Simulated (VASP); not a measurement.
Write the native input for VASP 6.6.1 that does the following.

| Item | Value |
| --- | --- |
| Task | single point |
| Functional | PBE |
| Potentials or basis | VASP PAW PBE potentials, release 64 (Hf_pv, Pd, Se) |
| Cutoff | 520 eV |
| k mesh | 4 × 4 × 4 |
| Occupations | gaussian, width 0.1 eV |
| Spin | no spin polarisation |
| Dipole correction | no |
| Further INCAR settings | ALGO = Normal; EDIFF = 1e-06; NBANDS = 27 |

The structure of HfPdSe3 lies in POSCAR:

```
HfPdSe3
1.0
    5.1821115500      0.0000000000      0.0000000000
    0.0000000000      5.1821115500      0.0000000000
    0.0000000000      0.0000000000      5.1821115500
Hf Pd Se
1 1 3
Direct
    0.0000000000      0.0000000000      0.0000000000
    0.5000000000      0.5000000000      0.5000000000
    0.5000000000      0.0000000000      0.0000000000
    0.0000000000      0.5000000000      0.0000000000
    0.0000000000      0.0000000000      0.5000000000
```

The cell was built from a structure type or drawn by symmetry, and may not be a known phase.

These files were run (other wordings do the same):

INCAR

```
SYSTEM = HfPdSe3
PREC = Accurate ; ENCUT = 520
EDIFF = 1E-6 ; ISMEAR = 0
SIGMA = 0.1 ; LREAL = .False.
LASPH = .True. ; NELM = 80
ALGO = Normal ; ISIF = 2
LWAVE = .False. ; LCHARG = .False.
GGA = PE ; NBANDS = 27
```

KPOINTS

```
Automatic mesh
0
Gamma
  4 4 4
  0 0 0
```

Potentials or basis: VASP PAW PBE potentials, release 64 (Hf_pv, Pd, Se).

Run with:

```sh
$ cat potpaw_PBE.64/Hf_pv/POTCAR potpaw_PBE.64/Pd/POTCAR potpaw_PBE.64/Se/POTCAR > POTCAR
$ mpirun -np 1 vasp_std > vasp.out
```

Results of the run:

| Quantity | Value |
| --- | --- |
| Pressure | -1.3 GPa |
| Band gap on the k mesh | zero (bands 19 and 20 overlap by 0.70 eV) |

Caveat: spin-orbit coupling is left out, which moves the levels of the heavy elements.

Wall time 81 s on 1 thread of Intel Xeon 8259CL, on a shared host, peak memory 0.26 GiB.
